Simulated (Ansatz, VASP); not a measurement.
**One calculation of CdInC4N4, two programs**

The input INCAR:

```
SYSTEM = CdInC4N4
PREC = Accurate
ENCUT = 600
EDIFF = 1E-7
ISMEAR = 0
SIGMA = 0.1
LREAL = .False.
LASPH = .True.
NELM = 60
ALGO = Normal
ISIF = 3
LWAVE = .False.
LCHARG = .False.
GGA = PE
IBRION = 2
NSW = 90
EDIFFG = -0.04
```

File KPOINTS:

```
regular mesh
0
Gamma
  4 4 4
  0 0 0
```

POSCAR

```
CdInC4N4
1.0
    6.0835397900      0.0000000000      0.0000000000
    0.0000000000      6.0835397900      0.0000000000
    0.0000000000      0.0000000000      6.0835397900
Cd In C N
1 1 4 4
Direct
    0.5000000000      0.5000000000      0.5000000000
    0.0000000000      0.0000000000      0.0000000000
    0.1899022500      0.1899022500      0.1899022500
    0.1899022500      0.8100977500      0.8100977500
    0.8100977500      0.1899022500      0.8100977500
    0.8100977500      0.8100977500      0.1899022500
    0.3009395500      0.3009395500      0.3009395500
    0.3009395500      0.6990604500      0.6990604500
    0.6990604500      0.3009395500      0.6990604500
    0.6990604500      0.6990604500      0.3009395500
```

Input for Ansatz:

```yaml
crystal:
  lattice:
    - [6.08353979, 0.0, 0.0]
    - [0.0, 6.08353979, 0.0]
    - [0.0, 0.0, 6.08353979]
  atoms:
    - { symbol: Cd, position: [0.5, 0.5, 0.5] }
    - { symbol: In, position: [0.0, 0.0, 0.0] }
    - { symbol: C, position: [0.18990225, 0.18990225, 0.18990225] }
    - { symbol: C, position: [0.18990225, 0.81009775, 0.81009775] }
    - { symbol: C, position: [0.81009775, 0.18990225, 0.81009775] }
    - { symbol: C, position: [0.81009775, 0.81009775, 0.18990225] }
    - { symbol: "N", position: [0.30093955, 0.30093955, 0.30093955] }
    - { symbol: "N", position: [0.30093955, 0.69906045, 0.69906045] }
    - { symbol: "N", position: [0.69906045, 0.30093955, 0.69906045] }
    - { symbol: "N", position: [0.69906045, 0.69906045, 0.30093955] }
basis:
  ecutwfc: 420
kpoints:
  mp_grid: { grid: [4, 4, 4] }
hamiltonian:
  xc: pbe
scf:
  occupations: { method: gaussian, width: 0.1 }
  lower_state_search: "off"
output:
  forces: true
  stress: true
  eigenvalues: true
relax:
  adjacent_minimum: "off"
  f_tol: 0.04
  max_steps: 70
  cell: { stress_tol: 0.4 }
```

Alike in both runs: task relaxation of cell and atoms; functional PBE; k mesh 4 × 4 × 4; occupations gaussian, width 0.1 eV; no spin polarisation.

|  | VASP | Ansatz |
| --- | --- | --- |
| version | VASP 6.6.1 | Ansatz 0.2.0 |
| potentials or method | VASP PAW PBE potentials, release 64 (Cd, In_d, C, N), cutoff 600 eV | scalar-relativistic, plane waves, PAW |
| valence electrons in the cell | 61 | 69 |

VASP gave:

- gap on the k mesh at the Fermi level, each at its own relaxed structure (eV): none
- relaxed volume (Å³/atom): 26.15
- relaxed length of the cell vector where the two differ most in proportion (Å): 6.395

**Question.** Which values does Ansatz return?

**Answer.** gap on the k mesh at the Fermi level, each at its own relaxed structure (eV): none; relaxed volume (Å³/atom): 25.98; relaxed length of the cell vector where the two differ most in proportion (Å): 6.381.

A gap of «none» marks a metal or a gap that the smearing closes. VASP's potentials hold 61 valence electrons a cell and Ansatz's 69, so a difference there can come from the potentials and not from the codes.

Noted on VASP's run: the standard files for N, O and F lose accuracy on very short bonds; the volume moved by over 15 % at a fixed basis, so the end points are rough.
